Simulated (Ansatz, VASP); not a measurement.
# Two plane-wave programs on MoS2

File INCAR:

```
PREC = Accurate ; ENCUT = 520
EDIFF = 1E-6 ; ISMEAR = -1
SIGMA = 0.02 ; LREAL = F
LASPH = T ; NELM = 100
ALGO = Normal ; ISIF = 2
LWAVE = F ; LCHARG = T
GGA = CA ; LELF = T
LVHAR = T ; NBANDS = 20
```

The input KPOINTS:

```
Automatic mesh
0
Gamma
  6 6 6
```

The input POSCAR:

```
MoS2
1.0
    1.5965300421      0.9217570496      6.0772315024
   -1.5965300421      0.9217570496      6.0772315024
    0.0000000000     -1.8435140992      6.0772315024
Mo S
1 2
Direct
    0.0000000000      0.0000000000      0.0000000000
    0.2474267352      0.2474267352      0.2474267352
    0.7525732648      0.7525732648      0.7525732648
```

Input for Ansatz:

```yaml
crystal:
  lattice:
    - [1.5965300421, 0.9217570496, 6.0772315024]
    - [-1.5965300421, 0.9217570496, 6.0772315024]
    - [0.0, -1.8435140992, 6.0772315024]
  atoms:
    - { symbol: Mo, position: [0.0, 0.0, 0.0] }
    - { symbol: S, position: [0.2474267352, 0.2474267352, 0.2474267352] }
    - { symbol: S, position: [0.7525732648, 0.7525732648, 0.7525732648] }
kpoints:
  mp_grid: { grid: [6, 6, 6] }
hamiltonian:
  xc: lda
scf:
  occupations: { method: fermi_dirac, width: 0.02 }
  n_extra_bands: 4
output:
  forces: true
  stress: true
  eigenvalues: true
```

Alike in both runs: task single point; functional LDA; k mesh 6 × 6 × 6; occupations fermi-dirac, width 0.02 eV; no spin polarisation.

|  | VASP | Ansatz |
| --- | --- | --- |
| version | VASP 6.6.1 | Ansatz 0.2.0 |
| potentials or method | VASP PAW LDA potentials, release 64 (Mo_sv, S) | plane waves |
| plane-wave cutoff (eV) | 520 | 420 |
| valence electrons in the cell | 26 | 26 |

VASP gave:

```
pressure (GPa)                                                : -5.4
traceless stress, the component that is largest in VASP (GPa) : 1.46
rms of the force components (eV/Å)                            : 0.106
```

Problem. What did Ansatz give for the same quantities?

Solution. Pressure (GPa): -5.6; traceless stress, the component that is largest in VASP (GPa): 1.46; rms of the force components (eV/Å): 0.116.

LDA's correlation is that of Perdew and Zunger in VASP and of Perdew and Wang (1992) in Ansatz. Atom by atom the forces differ by 0.009 eV/Å (rms over components).

The k mesh is coarse, so the values compare programs but aren't converged.
